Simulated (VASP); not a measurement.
# Ga5N (P-6m2) in VASP: relaxation of cell and atoms with PBE

Aim: the relaxation of cell and atoms of Ga5N with PBE.

Everything below comes from runs of VASP 6.6.1. Logs are shortened: lines on timing, memory, paths and dates and some standing lists are left out, and cuts for length are marked.

### Step 1. The cell of the first run

The structure is hexagonal, space group P-6m2 (No. 187). The conventional cell has a = 3.032 Å, b = 3.032 Å, c = 12.320 Å, α = 90.00°, β = 90.00°, γ = 120.00°. Within 3.1 Å of Ga (site symmetry 3m) lie 3 N at 2.18 Å and 10 Ga at 2.61 to 3.03 Å. Ga (site symmetry 3m) has 12 Ga at 2.99 to 3.03 Å and 1 N at 3.74 Å within 3.9 Å. Within 3.9 Å of Ga (site symmetry -6m2) lie 12 Ga at 2.99 to 3.03 Å. Within 2.9 Å of N (site symmetry -6m2) lie 6 Ga at 2.18 Å.

The cell was generated, and may not be a known phase.

### Step 2. Relaxation of cell and atoms, PBE

Contents of INCAR:

```
SYSTEM = Ga5N
ALGO     = Normal         ! electronic algorithm
EDIFF    = 1E-6           ! SCF threshold, eV
EDIFFG   = -0.01          ! ionic threshold
ENCUT    = 600            ! plane-wave cutoff, eV
GGA      = PE             ! functional
IBRION   = 2              ! ionic algorithm
ISIF     = 3              ! what is computed and relaxed
ISMEAR   = 0              ! smearing method
LASPH    = .TRUE.         ! aspherical terms in the spheres
LCHARG   = .FALSE.        ! write CHGCAR
LREAL    = .FALSE.        ! projectors in reciprocal space
LWAVE    = .FALSE.        ! write WAVECAR
NELM     = 100            ! most SCF steps
NSW      = 100            ! ionic steps
PREC     = Accurate       ! precision mode
SIGMA    = 0.1            ! smearing width, eV
```

Contents of KPOINTS:

```
k-points
0
G
  12 12 4
  0 0 0
```

Contents of POSCAR:

```
Ga5N
1.0
    3.0317774211      0.0000000000      0.0000000000
   -1.5158887105      2.6255962653      0.0000000000
    0.0000000000      0.0000000000     12.3198638030
Ga N
5 1
Direct
    0.0000000000      0.0000000000      0.8940738719
    0.6666666667      0.3333333333      0.6967079108
    0.0000000000      0.0000000000      0.5000000000
    0.6666666667      0.3333333333      0.3032920892
    0.0000000000      0.0000000000      0.1059261281
    0.6666666667      0.3333333333      0.0000000000
```

Potentials or basis: VASP PAW PBE potentials, release 64 (Ga_d, N).

Run with:

```sh
$ cat potpaw_PBE.64/Ga_d/POTCAR potpaw_PBE.64/N/POTCAR > POTCAR
$ mpirun -np 1 vasp_std > vasp.out
```

OUTCAR:

```text
SYSTEM = Ga5N
   EDIFF = 1E-6
   EDIFFG = -0.01
   ENCUT = 600
   GGA = PE
   IBRION = 2
   ISIF = 3
   ISMEAR = 0
   LASPH = .TRUE.
   LREAL = .FALSE.
   NELM = 100
   NSW = 100
   PREC = Accurate

 ion  position               nearest neighbor table
   1  0.000  0.000  0.894-   6 2.18   6 2.18   6 2.18   5 2.61
   2  0.667  0.333  0.697-
   3  0.000  0.000  0.500-
   4  0.667  0.333  0.303-
   5  0.000  0.000  0.106-   6 2.18   6 2.18   6 2.18   1 2.61
   6  0.667  0.333  0.000-   1 2.18   5 2.18   1 2.18   5 2.18   1 2.18   5 2.18

  LATTYP: Found a hexagonal cell.
 ALAT       =     3.0317774211
 C/A-ratio  =     4.0635779254

  Lattice vectors:

 A1 = (   3.0317774211,   0.0000000000,   0.0000000000)
 A2 = (  -1.5158887105,   2.6255962653,   0.0000000000)
 A3 = (   0.0000000000,   0.0000000000,  12.3198638030)

Analysis of symmetry for initial positions (statically):
=====================================================================
 Subroutine PRICEL returns:
 Original cell was already a primitive cell.

 Routine SETGRP: Setting up the symmetry group for a
 hexagonal supercell.

 Subroutine GETGRP returns: Found 12 space group operations
 (whereof 12 operations were pure point group operations)
 out of a pool of 24 trial point group operations.

The static configuration has the point symmetry D_3h.

Analysis of symmetry for dynamics (positions and initial velocities):
=====================================================================
 Subroutine PRICEL returns:
 Original cell was already a primitive cell.

 Routine SETGRP: Setting up the symmetry group for a
 hexagonal supercell.

 Subroutine GETGRP returns: Found 12 space group operations
 (whereof 12 operations were pure point group operations)
 out of a pool of 24 trial point group operations.

The dynamic configuration has the point symmetry D_3h.

 Subroutine INISYM returns: Found 12 space group operations
 (whereof 12 operations are pure point group operations),
 and found     1 'primitive' translations

----------------------------------------------------------------------------------------

                                     Primitive cell

  volume of cell :      98.0689

  direct lattice vectors                    reciprocal lattice vectors
     3.031777421  0.000000000  0.000000000     0.329839517  0.190432934  0.000000000
    -1.515888711  2.625596265  0.000000000     0.000000000  0.380865868  0.000000000
     0.000000000  0.000000000 12.319863803     0.000000000  0.000000000  0.081169728

  length of vectors
     3.031777421  3.031777421 12.319863803     0.380865868  0.380865868  0.081169728

  position of ions in fractional coordinates (direct lattice)
     0.000000000  0.000000000  0.894073872
     0.666666667  0.333333333  0.696707911
     0.000000000  0.000000000  0.500000000
     0.666666667  0.333333333  0.303292089
     0.000000000  0.000000000  0.105926128
     0.666666667  0.333333333  0.000000000

  ion indices of the primitive-cell ions
   primitive index   ion index
                 1           1
                 2           2
                 3           3
                 4           4
                 5           5
                 6           6

----------------------------------------------------------------------------------------

 KPOINTS: k-points

Automatic generation of k-mesh.
 Grid dimensions read from file:
 generate k-points for:   12   12    4

 Generating k-lattice:

  Cartesian coordinates                     Fractional coordinates (reciprocal lattice)
     0.027486626  0.015869411  0.000000000     0.083333333 -0.000000000  0.000000000
     0.000000000  0.031738822  0.000000000     0.000000000  0.083333333  0.000000000
     0.000000000  0.000000000  0.020292432     0.000000000  0.000000000  0.250000000

  Length of vectors
     0.031738822  0.031738822  0.020292432

  Shift w.r.t. Gamma in fractional coordinates (k-lattice)
     0.000000000  0.000000000  0.000000000

 Subroutine IBZKPT returns following result:
 ===========================================

 Found     57 irreducible k-points:

 Following reciprocal coordinates:
            Coordinates               Weight
  0.000000  0.000000  0.000000      1.000000
  0.083333  0.000000  0.000000      6.000000
  0.166667  0.000000  0.000000      6.000000
  0.250000 -0.000000  0.000000      6.000000
  0.333333  0.000000  0.000000      6.000000
  0.416667 -0.000000  0.000000      6.000000
[... 16 lines left out ...]
  0.250000 -0.000000  0.250000     12.000000
  0.333333  0.000000  0.250000     12.000000
 [... further k-points ...]
   k-points           NKPTS =     57   k-points in BZ     NKDIM =     57   number of bands    NBANDS=     42
   number of dos      NEDOS =    301   number of ions     NIONS =      6
   total plane-waves  NPLWV =  56448
   dimension x,y,z NGX =    24 NGY =   24 NGZ =   98
   dimension x,y,z NGXF=    48 NGYF=   48 NGZF=  196
   ions per type =               5   1
   NGX,Y,Z   is equivalent  to a cutoff of  13.16, 13.16, 13.22 a.u.
   NGXF,Y,Z  is equivalent  to a cutoff of  26.32, 26.32, 26.45 a.u.
 SYSTEM =  Ga5N
   PREC   = accura    normal or accurate (medium, high low for compatibility)
   ISTART =      0    job   : 0-new  1-cont  2-samecut
   ICHARG =      2    charge: 1-file 2-atom 10-const
   ISPIN  =      1    spin polarized calculation?
   LNONCOLLINEAR =      F non collinear calculations
   LSORBIT =      F    spin-orbit coupling
   LASPH  =      T    aspherical Exc in radial PAW
   ENCUT  =  600.0 eV  44.10 Ry    6.64 a.u.   6.06  6.06 24.61*2*pi/ulx,y,z
   NELM   =    100;   NELMIN=  2; NELMDL= -5     # of ELM steps
   EDIFF  = 0.1E-05   stopping-criterion for ELM
   LREAL  =      F    real-space projection
   EDIFFG = -.1E-01   stopping-criterion for IOM
   NSW    =    100    number of steps for IOM
   IBRION =      2    ionic relax: 0-MD 1-quasi-New 2-CG
   NFREE  =      1    steps in history (QN), initial steepest desc. (CG)
   ISIF   =      3    stress and relaxation
   ISYM   =      2    0-nonsym 1-usesym 2-fastsym
   POTIM  = 0.5000    time-step for ionic-motion
   TEBEG  =    0.0;   TEEND  =   0.0 temperature during run
   PSTRESS=    0.0 pullay stress
   NELECT =      70.0000    total number of electrons
   NUPDOWN=      -1.0000    fix difference up-down
   EMIN   =  10.00;   EMAX   =-10.00  energy-range for DOS
   EFERMI =   0.00;   METHOD = LEGACY
   ISMEAR =     0;   SIGMA  =   0.10  broadening in eV -4-tet -1-fermi 0-gaus
   EFERMI_NEDOS =   21; number of points for ismear=-14 and -15
   IALGO  =     38    algorithm
   IMIX   =      4    mixing-type and parameters
     AMIX     =   0.40;   BMIX     =  1.00
     AMIX_MAG =   1.60;   BMIX_MAG =  1.00
  volume/ion in A,a.u.               =      16.34       110.30
  Fermi-wavevector in a.u.,A,eV,Ry     =   1.463066  2.764793 29.124098  2.140561
  Thomas-Fermi vector in A             =   2.579205
   LORBIT       =      0    0 simple, 1 ext, 2 COOP (PROOUT), +10 PAW based schemes
   GGA     = PE    functional components
   LHFCALC =     F    Hartree Fock is set to
   AEXX    =    0.0000 exact exchange contribution
   IVDW    =     0    specifies the selected vdW correction
   LEPSILON=     F    determine dielectric tensor
   LRPA    =     F    only Hartree local field effects (RPA)
 conjugate gradient relaxation of ions
 non-spin polarized calculation
 Gauss-broadening in eV      SIGMA  =   0.10
  energy-cutoff  :      600.00
  volume of cell :       98.07
 maximum number of plane-waves:      3330
   NGX = 13   NGY = 13   NGZ = 49

--------------------------------------- Ionic step        1  -------------------------------------------

 number of electron      69.9999963 magnetization

 Free energy of the ion-electron system (eV)
  ---------------------------------------------------
  ext. energy  EPLUGINS =         0.00000000
  ---------------------------------------------------
  free energy    TOTEN  =       -21.93104902 eV

  energy without entropy =      -21.91884606  energy(sigma->0) =      -21.92494754

------------------------ aborting loop because EDIFF is reached ----------------------------------------

  FORCE on cell =-STRESS in cart. coord.  units (eV):
  Direction    XX          YY          ZZ          XY          YZ          ZX
  --------------------------------------------------------------------------------------
  -------------------------------------------------------------------------------------
  Total        0.5725376      0.5725376      0.1173686      0.0000000      0.0000000      0.0000000
  in kB        9.3537006      9.3537006      1.9174826      0.0000000      0.0000000      0.0000000
  external PRESSURE =       6.8749613 kB  Pullay stress =       0.0000000 kB
[... 101 lines left out ...]
  FREE ENERGIE OF THE ION-ELECTRON SYSTEM (eV)
  ---------------------------------------------------
  free  energy   TOTEN  =       -21.9349107574 eV

  energy  without entropy=      -21.9226715211  energy(sigma->0) =      -21.92879114

[... ionic steps 4 to 10 ...]

--------------------------------------- Ionic step       11  -------------------------------------------

 number of electron      69.9999955 magnetization

------------------------ aborting loop because EDIFF is reached ----------------------------------------

  FORCE on cell =-STRESS in cart. coord.  units (eV):
  Direction    XX          YY          ZZ          XY          YZ          ZX
  --------------------------------------------------------------------------------------
  -------------------------------------------------------------------------------------
  Total        0.0269681      0.0269681      0.0669612      0.0000000     -0.0000000      0.0000000
  in kB        0.4372572      0.4372572      1.0857013      0.0000000     -0.0000000      0.0000000
  external PRESSURE =       0.6534053 kB  Pullay stress =       0.0000000 kB
[... 65 lines left out ...]
  energy  without entropy=      -21.9269953484  energy(sigma->0) =      -21.93262622

--------------------------------------- Ionic step       13  -------------------------------------------

 number of electron      69.9999955 magnetization

 Free energy of the ion-electron system (eV)
  ---------------------------------------------------
  ext. energy  EPLUGINS =         0.00000000
  ---------------------------------------------------
  free energy    TOTEN  =       -21.93825902 eV

  energy without entropy =      -21.92699547  energy(sigma->0) =      -21.93262725

 E-fermi :   5.7340     XC(G=0): -11.2010

 val. band max:        5.7261800547   @ k =   0.3333   0.0000   0.0000
 cond. band min:       5.7400228484   @ k =   0.3333   0.3333   0.0000
 fundamental gap:      0.0138427937
 Fermi energy:         5.7339927919

 k-point     1 :       0.0000    0.0000    0.0000
  band No.  band energies     occupation
      1     -10.6252      2.00000
      2      -9.2819      2.00000
      3      -9.1726      2.00000
      4      -9.1726      2.00000
      5      -9.1345      2.00000
      6      -9.1323      2.00000
[... 1069 lines left out ...]
     41      11.1940      0.00000
     42      11.2968      0.00000

 [... further k-points ...]
[... 5 lines left out ...]
  --------------------------------------------------------------------------------------
  -------------------------------------------------------------------------------------
  Total       -0.0243153     -0.0243153      0.0232715     -0.0000000      0.0000000      0.0000000
  in kB       -0.3942373     -0.3942373      0.3773127     -0.0000000      0.0000000      0.0000000
  external PRESSURE =      -0.1370540 kB  Pullay stress =       0.0000000 kB
[... 21 lines left out ...]
  FREE ENERGIE OF THE ION-ELECTRON SYSTEM (eV)
  ---------------------------------------------------
  free  energy   TOTEN  =       -21.9382590164 eV

  energy  without entropy=      -21.9269954742  energy(sigma->0) =      -21.93262725

 reached required accuracy - stopping structural energy minimisation
```

It took 26 min on 1 thread of Intel Xeon Platinum 8488C (Sapphire Rapids), shared host; peak memory 0.38 GiB.

What came out:

* Free energy: -21.9383 eV
* Relaxed volume: 16.47 Å³/atom
* Relaxed cell: a = 3.056 Å, b = 3.056 Å, c = 12.219 Å, α = 90.00°, β = 90.00°, γ = 120.00°
* Space group after relaxing (to 0.1 Å): P-6m2 (No. 187)
* Energy gained by relaxing: 1.2 meV/atom
* Ionic steps: 13
* Pressure after relaxing: 0.0 GPa
* Largest force after relaxing: 0.009 eV/Å
* Band gap on the k mesh: zero (bands 35 and 36 overlap by 3.45 eV)

Forces in eV/Å, atoms in the order of the input:
```
Ga   0.000  0.000  0.005
Ga   0.000  0.000  0.009
Ga   0.000  0.000  0.000
Ga   0.000  0.000 -0.009
Ga   0.000  0.000 -0.005
N    0.000  0.000  0.000
```

Stress tensor (GPa, compression positive):
```
-0.04  0.00  0.00
 0.00 -0.04  0.00
 0.00  0.00  0.04
```

The path:
```tsv
step	energy change (eV)	largest force (eV/Å)	pressure (GPa)	volume (Å³)
1	0.0000	0.0923	0.69	98.07
2	-0.0038	0.0746	-0.15	99.07
3	-0.0039	0.0731	-0.21	99.14
4	-0.0053	0.0628	-0.09	99.10
5	-0.0056	0.1150	-0.03	99.07
6	-0.0065	0.0755	-0.12	99.01
7	-0.0071	0.0081	-0.09	98.91
8	-0.0071	0.0193	-0.13	98.93
9	-0.0071	0.0149	-0.07	98.93
10	-0.0072	0.0112	-0.05	98.84
11	-0.0072	0.0129	0.07	98.82
12	-0.0072	0.0060	-0.09	98.82
13	-0.0072	0.0085	-0.01	98.82
```

Final structure:
```yaml
crystal:
  lattice:
    - [3.05590, 0.00000, 0.00000]
    - [-1.52795, 2.64649, 0.00000]
    - [0.00000, 0.00000, 12.21864]
  atoms:
    - { symbol: Ga, position: [0.00000, 0.00000, 0.89316] }
    - { symbol: Ga, position: [0.66667, 0.33333, 0.69887] }
    - { symbol: Ga, position: [0.00000, 0.00000, 0.50000] }
    - { symbol: Ga, position: [0.66667, 0.33333, 0.30113] }
    - { symbol: Ga, position: [0.00000, 0.00000, 0.10684] }
    - { symbol: N, position: [0.66667, 0.33333, 0.00000] }
```

Levels at points of the mesh, in eV from the Fermi level:
| k point | band 32 | band 33 | band 34 | band 35 | band 36 | band 37 | band 38 | band 39 |
| --- | --- | --- | --- | --- | --- | --- | --- | --- |
| (0.00, 0.00, 0.00) | -2.99 | -1.23 | -1.23 | 2.00 | 2.13 | 6.36 | 7.98 | 8.97 |
| (0.50, 0.00, 0.00) | -3.44 | -2.78 | -2.50 | -1.57 | -1.23 | 1.18 | 1.22 | 2.42 |
| (0.00, 0.00, 0.50) | -1.23 | -1.23 | -0.67 | -0.33 | 3.91 | 5.00 | 9.10 | 9.10 |
| (0.50, 0.00, 0.50) | -3.21 | -3.10 | -2.50 | -1.45 | -0.69 | 0.49 | 1.00 | 3.22 |
